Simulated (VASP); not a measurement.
# H6C2O in VASP: notebook, part 2 of 2

VASP 6.6.1. The steps go on from the part before.

**3. Single point, LDA**

Contents of INCAR:

```
ALGO = Normal
EDIFF = 1E-6
ENCUT = 520
ISIF = 2
ISMEAR = -1
LASPH = T
LCHARG = T
LELF = T
LREAL = Auto
LVHAR = T
LWAVE = F
NBANDS = 64
NELM = 60
PREC = Accurate
SIGMA = 0.02
```

Contents of KPOINTS:

```
k-points
0
Gamma
  1 1 1
```

Contents of POSCAR:

```
H6C2O
1.0
    7.5290720000      0.0000000000      0.0000000000
    0.0000000000      7.5290720000      0.0000000000
    0.0000000000      0.0000000000      7.5290720000
C O H
8 4 24
Direct
    0.9751002514      0.5917329519      0.7154002512
    0.8364244624      0.4835522890      0.8077091041
   -0.1314770267      0.4441450420      0.2722380660
    0.0184750524      0.5606135789      0.2121111340
    0.4071816553      0.1341466784      0.9914236442
    0.3056020715      0.0520250039      0.8403027624
    0.7324408639     -0.1611885236      0.3906590347
    0.6530154048      0.0149420805      0.3921067563
    0.7112031868      0.4065839721      0.6952384039
    0.1504302257      0.4848804740      0.1024296221
    0.1186998876      0.0572978981      0.8679422909
    0.6643448223      0.0821880837      0.5658333457
    0.6181771140      0.3395903240      0.7629492718
    0.9204454414      0.3781342508      0.8834554909
    0.8009087973      0.5757814509      0.9174437434
    1.0578993002      0.6758070583      0.8000720408
    1.0589087208      0.5032891172      0.6352310085
    0.9156905393      0.6849316888      0.6213780397
    0.2356731348      0.4003016574      0.1565930038
   -0.0238674833      0.6791673662      0.1457018873
    0.0949253773      0.6106064599      0.3291507904
   -0.1629151640      0.4601231068      0.4084168673
   -0.2492339029      0.4515164684      0.1971557717
   -0.0732228354      0.3108484020      0.2691699588
    0.0906619036      0.1749086740      0.9033517012
    0.3457929477      0.0991622872      0.7006972440
    0.3292570452     -0.0917775790      0.8265693302
    0.5458840080      0.1115011252      0.9841584727
    0.3876839005      0.2896638523      0.9776902120
    0.3443319442      0.0777519461      1.1218514048
    0.7120665070      0.2029068124      0.5536273262
    0.7116016423      0.1060024396      0.2877911116
    0.5120418559      0.0239338925      0.3681861456
    0.6814518443     -0.2379310491      0.2614000769
    0.8697884680     -0.1427267530      0.3673759528
    0.7017199464     -0.2286603183      0.5165311210
```

Potentials or basis: VASP PAW LDA potentials, release 64 (C, O, H).

On the command line:

```
$ cat potpaw_LDA.64/C/POTCAR potpaw_LDA.64/O/POTCAR potpaw_LDA.64/H/POTCAR > POTCAR
$ mpirun -np 1 vasp_gam > vasp.out
```

OUTCAR:

```text
EDIFF = 1E-6
   ENCUT = 520
   ISIF = 2
   ISMEAR = -1
   LASPH = T
   LREAL = Auto
   NELM = 60
   PREC = Accurate

 ion  position               nearest neighbor table
   1  0.975  0.592  0.715-  18 1.09  16 1.09  17 1.10   2 1.50
   2  0.836  0.484  0.808-  15 1.11  14 1.16   9 1.39   1 1.50
   3  0.869  0.444  0.272-  23 1.05  22 1.06  24 1.10   4 1.50
   4  0.018  0.561  0.212-  20 1.07  21 1.12  10 1.41   3 1.50
   5  0.407  0.134  0.991-  28 1.06  30 1.17  29 1.18   6 1.50
   6  0.306  0.052  0.840-  27 1.10  26 1.15  11 1.42   5 1.50
   7  0.732  0.839  0.391-  35 1.06  36 1.10  34 1.20   8 1.45
   8  0.653  0.015  0.392-  33 1.08  32 1.13  12 1.41   7 1.45
   9  0.711  0.407  0.695-  13 1.00   2 1.39
  10  0.150  0.485  0.102-  19 0.99   4 1.41
  11  0.119  0.057  0.868-  25 0.95   6 1.42
  12  0.664  0.082  0.566-  31 0.98   8 1.41
  13  0.618  0.340  0.763-   9 1.00
  14  0.920  0.378  0.883-   2 1.16
  15  0.801  0.576  0.917-   2 1.11
  16  0.058  0.676  0.800-   1 1.09
  17  0.059  0.503  0.635-   1 1.10
[... 17 lines left out ...]
  35  0.870  0.857  0.367-   7 1.06
  36  0.702  0.771  0.517-   7 1.10

  LATTYP: Found a simple cubic cell.
 ALAT       =     7.5290720000

[... 232 lines left out ...]
  band No.  band energies     occupation
      1     -23.2352      2.00000
      2     -22.6529      2.00000
      3     -22.6081      2.00000
      4     -22.4457      2.00000
      5     -16.0807      2.00000
      6     -15.7704      2.00000
[... 44 lines left out ...]
     51       4.5492      0.00000
     52       4.6506      0.00000
 [bands above 52 left out]

------------------------ aborting loop because EDIFF is reached ----------------------------------------

  FORCE on cell =-STRESS in cart. coord.  units (eV):
  Direction    XX          YY          ZZ          XY          YZ          ZX
  --------------------------------------------------------------------------------------
  -------------------------------------------------------------------------------------
  Total        2.5358274      0.6119133     -0.5729472     -3.4066155      2.2983751      1.0091003
  in kB        9.5193198      2.2970802     -2.1508039    -12.7881978      8.6279405      3.7880924
  external PRESSURE =       3.2218654 kB  Pullay stress =       0.0000000 kB

 VOLUME and BASIS-vectors are now :
 -----------------------------------------------------------------------------
  energy-cutoff  :      520.00
  volume of cell :      426.80
      direct lattice vectors                 reciprocal lattice vectors
     7.529072000  0.000000000  0.000000000     0.132818493  0.000000000  0.000000000
     0.000000000  7.529072000  0.000000000     0.000000000  0.132818493  0.000000000
     0.000000000  0.000000000  7.529072000     0.000000000  0.000000000  0.132818493

 POSITION                                       TOTAL-FORCE (eV/Angst)
 -----------------------------------------------------------------------------------
      7.34160      4.45520      5.38630        -0.165615     -0.348736     -1.415551
      6.29750      3.64070      6.08130         2.582169     -0.528107      1.960360
      6.53917      3.34400      2.04970         2.006751     -0.709686     -0.285598
      0.13910      4.22090      1.59700         1.509736      0.039221      1.555546
      3.06570      1.01000      7.46450        -2.492125      1.502065      0.393088
      2.30090      0.39170      6.32670        -0.214376     -0.800998     -1.145827
[... 28 lines left out ...]
      6.54870      6.45447      2.76600         1.685088     -0.221494      0.216250
      5.28330      5.80747      3.88900         0.001964     -0.305821     -0.264635
 -----------------------------------------------------------------------------------
    total drift:                                0.000718     -0.001111     -0.009306

  FREE ENERGIE OF THE ION-ELECTRON SYSTEM (eV)
  ---------------------------------------------------
  free  energy   TOTEN  =      -196.7745871489 eV

  energy  without entropy=     -196.7745871489  energy(sigma->0) =     -196.77458715
```

Wall time 36 s (1 thread of AMD EPYC 7R13 (Zen 3), shared host); peak memory 0.27 GiB.

Results:

```yaml
Free_energy: -196.7746 eV
Pressure: 0.3 GPa
Largest_force: 3.402 eV/Å
Band_gap_on_the_k_mesh: 4.19 eV
```

Forces on the atoms (eV/Å):
```
C   -0.166 -0.349 -1.416
C    2.582 -0.528  1.960
C    2.007 -0.710 -0.286
C    1.510  0.039  1.556
C   -2.492  1.502  0.393
C   -0.214 -0.801 -1.146
C   -1.739 -1.531 -2.490
C   -0.645  1.313 -0.188
O   -0.881  0.107  0.347
O    0.235 -0.822 -1.166
O    0.800 -1.017 -0.458
O    0.802  0.879  0.256
H    0.798  0.520 -0.400
H   -0.984  0.520 -0.502
H   -1.368 -0.289 -0.029
H    0.059 -0.233  0.516
H    0.340 -0.013 -0.143
H   -0.269  0.211 -0.210
H   -0.842  0.520  0.240
H   -0.436  0.773 -0.719
H   -0.511  0.040  0.162
H   -0.444  0.588  1.470
H   -1.283 -0.022 -1.079
H   -0.246 -0.610 -0.250
H   -0.629  1.654  0.442
H   -0.210  0.251  1.055
H    0.379 -0.168  0.325
H    1.417 -0.445  0.069
H    0.124 -1.683  0.541
H    0.915  0.860 -1.238
H    0.127  0.268  0.708
H    0.055 -0.310  0.582
H   -1.041 -0.671 -0.782
H    0.561  0.683  1.927
H    1.685 -0.221  0.216
H    0.002 -0.306 -0.265
```

Caveat: the k points lie up to 0.83 Å⁻¹ apart.
